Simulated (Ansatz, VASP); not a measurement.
## Ti2Co in VASP and in Ansatz

File INCAR:

```
SYSTEM = Ti2Co
  ALGO = Normal
  EDIFF = 1E-8
  ENCUT = 520
  GGA = PS
  ISIF = 2
  ISMEAR = 0
  ISPIN = 2
  LASPH = .True.
  LCHARG = .False.
  LEFG = .True.
  LMAXMIX = 4
  LORBIT = 11
  LREAL = .False.
  LWAVE = .False.
  MAGMOM = 0 0 0 0 1.1 1.1
  NBANDS = 46
  NELM = 150
  PREC = Accurate
  SIGMA = 0.2
```

KPOINTS

```
k-points
0
Gamma
  10 10 10
  0 0 0
```

POSCAR

```
Ti2Co
1.0
    0.0000000000      3.4908822152      3.4908822152
    3.4908822152      0.0000000000      3.4908822152
    3.4908822152      3.4908822152      0.0000000000
Ti Co
4 2
Direct
    0.1250000000      0.1250000000      0.1250000000
    0.6250000000      0.1250000000      0.1250000000
    0.1250000000      0.1250000000      0.6250000000
    0.1250000000      0.6250000000      0.1250000000
    0.5000000000      0.5000000000      0.5000000000
    0.7500000000      0.7500000000      0.7500000000
```

Input for Ansatz:

```yaml
crystal:
  lattice:
    - [0.0, 3.4908822152, 3.4908822152]
    - [3.4908822152, 0.0, 3.4908822152]
    - [3.4908822152, 3.4908822152, 0.0]
  atoms:
    - { symbol: Ti, position: [0.125, 0.125, 0.125] }
    - { symbol: Ti, position: [0.625, 0.125, 0.125] }
    - { symbol: Ti, position: [0.125, 0.125, 0.625] }
    - { symbol: Ti, position: [0.125, 0.625, 0.125] }
    - { symbol: Co, position: [0.5, 0.5, 0.5], spin: 1.1 }
    - { symbol: Co, position: [0.75, 0.75, 0.75], spin: 1.1 }
basis:
  ecutwfc: 420
kpoints:
  mp_grid: { grid: [10, 10, 10] }
hamiltonian:
  xc: pbesol
scf:
  occupations: { method: gaussian, width: 0.2 }
output:
  forces: true
  stress: true
  eigenvalues: true
  populations: true
  efg: {}
magnetization:
  spin_polarized: true
checkpoint:
  read: start.run
  write: ck
  compress: false
  write_wavefunctions: false
  write_every: 100000
```

Alike in both runs: task electric field gradients; functional PBEsol; k mesh 10 × 10 × 10; occupations gaussian, width 0.2 eV; collinear spin.

|  | VASP | Ansatz |
| --- | --- | --- |
| version | VASP 6.6.1 | Ansatz 0.2.0 |
| potentials or method | VASP PAW PBE potentials, release 64 (Ti_sv, Co), cutoff 520 eV | scalar-relativistic, plane waves, PAW |
| valence electrons in the cell | 66 | 82 |

Ansatz gave:

| Quantity | Value |
| --- | --- |
| gap on the k mesh at the Fermi level (eV) | none |
| pressure (GPa) | 0.0 |
| net moment per atom (μB) | 0.29 |
| size of the moment on the site where the two differ most (μB) | 1.00 |
| size of Vzz on the site where it differs most (V/Å²) | 51.3 |

Task: Which values does VASP return?

Result: gap on the k mesh at the Fermi level (eV): none; pressure (GPa): -0.1; net moment per atom (μB): 0.28; size of the moment on the site where the two differ most (μB): 0.96; size of Vzz on the site where it differs most (V/Å²): 48.3.

VASP's potentials were made for PBE, not for PBEsol. Site moments also hang on the region over which each program counts them. A gap of «none» marks a metal or a gap that the smearing closes. VASP's potentials hold 66 valence electrons a cell and Ansatz's 82, so a difference there can come from the potentials and not from the codes. Ansatz's warnings: stability check not made.
